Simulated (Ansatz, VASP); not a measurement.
## Al in VASP and in Ansatz

```
CELL_PARAMETERS angstrom
2.74567 0.00000 0.00000
-1.37284 2.37782 0.00000
0.00000 0.00000 9.00090
ATOMIC_POSITIONS crystal
Al 0.00000 0.00000 0.00000
Al 0.00000 0.00000 0.50000
Al 0.33333 0.66667 0.25000
Al 0.66667 0.33333 0.75000
```

Alike in both runs: task single point; functional r2SCAN; k mesh 14 × 14 × 4; occupations fermi-dirac, width 0.1 eV; no spin polarisation.

|  | VASP | Ansatz |
| --- | --- | --- |
| version | VASP 6.6.1 | Ansatz 0.2.0 |
| potentials or method | VASP PAW PBE potentials, release 64 (Al), cutoff 520 eV | plane waves (500 eV) with PAW, scalar-relativistic |
| valence electrons in the cell | 12 | 12 |

```tsv
	VASP	Ansatz	Ansatz less VASP
pressure (GPa)	8.7	9.1	+0.41
traceless stress, the component that is largest in VASP (GPa)	0.60	0.60	+0.005
```

VASP's potentials were made for PBE, not for r2SCAN. The functional is the same, so the differences come from potentials, cutoffs and numerics.
